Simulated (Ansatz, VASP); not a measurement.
# AlP in VASP and in Ansatz

```
CELL_PARAMETERS angstrom
3.91965 0.00000 0.00000
1.95983 3.39452 0.00000
1.95983 1.13151 3.20038
ATOMIC_POSITIONS crystal
Al 0.00000 0.00000 0.00000
P 0.25000 0.25000 0.25000
```

Alike in both runs: functional RPBE; k mesh 7 × 7 × 7; no spin polarisation.

Ansatz relaxed the structure, and its values are those at the end. VASP's run is a single point on that final structure, the one shown.

```csv
,VASP,Ansatz
version,VASP 6.6.1,Ansatz 0.2.0
potentials or method,"VASP PAW PBE potentials, release 64 (Al, P), cutoff 500 eV","plane waves, PAW"
occupations,"gaussian, width 0.01 eV",fixed
valence electrons in the cell,8,8
```

|  | VASP | Ansatz | Ansatz less VASP |
| --- | --- | --- | --- |
| pressure (GPa) | -0.2 | 0.0 | +0.22 |

VASP's potentials were made for PBE, not for RPBE.
